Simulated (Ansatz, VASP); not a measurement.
# Two plane-wave programs on Hf

```
Hf
1.0
     3.20389    0.00000    0.00000
    -1.60195    2.77465    0.00000
     0.00000    0.00000    5.07105
Hf
2
Direct
  0.33333 0.66667 0.25000
  0.66667 0.33333 0.75000
```

Alike in both runs: task relaxation of cell and atoms; functional PBE; k mesh 12 × 12 × 8; occupations fermi-dirac, width 0.15 eV; no spin polarisation.

```csv
,VASP,Ansatz
version,VASP 6.6.1,Ansatz 0.2.0
potentials or method,"VASP PAW PBE potentials, release 64 (Hf_pv), cutoff 600 eV","scalar-relativistic, plane waves, PAW"
valence electrons in the cell,20,52
```

|  | VASP | Ansatz | Ansatz less VASP |
| --- | --- | --- | --- |
| gap on the k mesh at the Fermi level, each at its own relaxed structure (eV) | none | none | - |
| relaxed volume (Å³/atom) | 22.48 | 22.57 | +0.090 |
| relaxed length of the cell vector where the two differ most in proportion (Å) | 5.072 | 5.082 | +0.0092 |

A gap of «none» marks a metal or a gap that the smearing closes. VASP's potentials hold 20 valence electrons a cell and Ansatz's 52, so a difference there can come from the potentials and not from the codes.

Spin-orbit coupling is off throughout.
